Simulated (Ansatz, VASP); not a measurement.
# Two plane-wave programs on SnO2

```
Sn O
1.0
     3.12487    0.00000    0.00000
    -1.56244    2.70622    0.00000
     0.00000    0.00000    9.94453
Sn O
2 4
Direct
  0.00000 0.00000 0.50000
  0.00000 0.00000 0.00000
  0.66667 0.33333 0.40037
  0.66667 0.33333 0.09963
  0.33333 0.66667 0.59963
  0.33333 0.66667 0.90037
```

Change from the starting cell: mode 1 frozen in at +0.000 Å, equal normal strain along x, y and z -0.0167.

Alike in both runs: task single point; functional PBEsol; dispersion D3(BJ); k mesh 12 × 12 × 4; occupations gaussian, width 0.05 eV; no spin polarisation.

```csv
,VASP,Ansatz
version,VASP 6.6.1,Ansatz 0.2.0
potentials or method,"VASP PAW PBE potentials, release 64 (Sn_d, O), cutoff 520 eV","scalar-relativistic, plane waves, PAW"
valence electrons in the cell,52,52
```

VASP gave:

```
gap on the k mesh at the Fermi level (eV)                     : 2.46
least direct gap on the mesh (eV)                             : 2.96
pressure (GPa)                                                : 9.4
traceless stress, the component that is largest in VASP (GPa) : -3.87
rms of the force components (eV/Å)                            : 0.336
```

Problem. What did Ansatz give for the same quantities?

Solution. gap on the k mesh at the Fermi level (eV): 2.48; least direct gap on the mesh (eV): 2.97; pressure (GPa): 8.5; traceless stress, the component that is largest in VASP (GPa): -3.37; rms of the force components (eV/Å): 0.301.

VASP's potentials were made for PBE, not for PBEsol, and Ansatz warns of the same on its side. Atom by atom the forces differ by 0.035 eV/Å (rms over components).
